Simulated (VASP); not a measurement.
Crystal: Ge.

```
CELL_PARAMETERS angstrom
0.00000 2.82868 2.82868
2.82868 0.00000 2.82868
2.82868 2.82868 0.00000
ATOMIC_POSITIONS crystal
Ge 0.50000 0.50000 0.50000
Ge 0.75000 0.75000 0.75000
```

```yaml
Program: VASP 6.6.1
Task: relaxation of cell and atoms
Functional: PBE
Potentials_or_basis: VASP PAW PBE potentials, release 64 (Ge_d)
Cutoff: 600 eV
k_mesh: 5 × 5 × 5
Occupations: fermi-dirac, width 0.05 eV
Spin: no spin polarisation
```

At the start: pressure 3.8 GPa; volume 22.63 Å³/atom.

Question: How do energy, volume and symmetry change on relaxing?

Answer: Over 3 steps the energy falls by 16.1 meV/atom and the volume is 24.04 Å³/atom (+6.2 %); space group Fd-3m (No. 227, to 0.05 Å).

The path:
| step | energy change (eV) | largest force (eV/Å) | pressure (GPa) | volume (Å³) |
| --- | --- | --- | --- | --- |
| 1 | 0.0000 | 0.0000 | 3.77 | 45.27 |
| 2 | -0.0300 | 0.0000 | -0.88 | 48.85 |
| 3 | -0.0322 | 0.0000 | -0.03 | 48.09 |

Final structure:
```
CELL_PARAMETERS angstrom
0.00000 2.88629 2.88629
2.88629 0.00000 2.88629
2.88629 2.88629 0.00000
ATOMIC_POSITIONS crystal
Ge 0.50000 0.50000 0.50000
Ge 0.75000 0.75000 0.75000
```

Caveat: the k points lie up to 0.38 Å⁻¹ apart in the final cell.
